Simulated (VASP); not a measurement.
Runs of VASP 6.6.1 on Co. The structure is that of space group P6_3/mmc (No. 194), or close to it. The cells are those of the table. 

```tsv
spin	fixed moment (μB)	cell	gap on the mesh (eV)	pressure (GPa)	moment (μB)
collinear, ferromagnetic start	3.3	a = 2.625, b = 2.625, c = 4.245 Å, angles 90.0, 90.0, 120.0°, 2 atoms	-	-23.4	3.30
collinear, ferromagnetic start	3.3	a = 2.422, b = 2.422, c = 3.917 Å, angles 90.0, 90.0, 120.0°, 2 atoms	-	(a)	3.30
off	-	a = 2.493, b = 2.493, c = 4.032 Å, angles 90.0, 90.0, 120.0°, 2 atoms	none	(b)	-
collinear, ferromagnetic start	0.55	a = 2.265, b = 2.265, c = 3.664 Å, angles 90.0, 90.0, 120.0°, 2 atoms	-	103.8	0.55
collinear, ferromagnetic start	0.55	a = 2.346, b = 2.346, c = 3.795 Å, angles 90.0, 90.0, 120.0°, 2 atoms	-	45.0	0.55
collinear, ferromagnetic start	2.2	a = 2.561, b = 2.561, c = 4.141 Å, angles 90.0, 90.0, 120.0°, 2 atoms	-	-20.0	2.20
collinear, ferromagnetic start	0.55	a = 2.625, b = 2.625, c = 4.245 Å, angles 90.0, 90.0, 120.0°, 2 atoms	-	-31.1	0.55
off	-	a = 2.561, b = 2.561, c = 4.141 Å, angles 90.0, 90.0, 120.0°, 2 atoms	none	-23.9	-
```

Alike in all rows: task single point; level PBE; potentials or basis VASP PAW PBE potentials, release 64 (Co); k mesh 24 × 24 × 12; cutoff (eV) 520; smearing gaussian 0.15 eV.

Question: Fill in the values left out.

Answer: (a) 24.2; (b) -11.6.

Caveats: the total moment is fixed, so each spin has its own Fermi level (some runs).

A gap of «none» marks levels without a gap at the run's occupations.
